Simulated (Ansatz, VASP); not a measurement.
NaMg2Sb2: VASP beside Ansatz

```xyz
5
Lattice="4.5487 0.0000 0.0000 -2.2743 3.9393 0.0000 0.0000 0.0000 7.5779" Properties=species:S:1:pos:R:3 pbc="T T T"
Mg   -0.0002    2.6263    4.7635
Mg    2.2746    1.3130    2.8144
Sb   -0.0002    2.6263    1.9483
Sb    2.2746    1.3130    5.6296
Na    0.0000    0.0000    0.0000
```

Alike in both runs: task single point; functional r2SCAN; k mesh 7 × 7 × 4; occupations methfessel-paxton of order 1, width 0.099 eV; no spin polarisation.

|  | VASP | Ansatz |
| --- | --- | --- |
| version | VASP 6.6.1 | Ansatz 0.2.0 |
| potentials or method | VASP PAW PBE potentials, release 64 (Mg, Sb, Na_pv), cutoff 520 eV | PAW plane waves |
| valence electrons in the cell | 21 | 59 |

```csv
,VASP,Ansatz,Ansatz less VASP
pressure (GPa),3.3,3.3,0.00
"traceless stress, the component that is largest in VASP (GPa)",-0.60,-0.62,-0.023
rms of the force components (eV/Å),0.203,0.197,-0.0060
```

VASP's potentials were made for PBE, not for r2SCAN. Atom by atom the forces differ by 0.006 eV/Å (rms over components). With one functional, cell and mesh, what is left measures potentials, basis and numerics. VASP's potentials hold 21 valence electrons a cell and Ansatz's 59, so a difference there can come from the potentials and not from the codes. Ansatz's warnings: structure snapped to symmetry.

Spin-orbit coupling is off throughout.
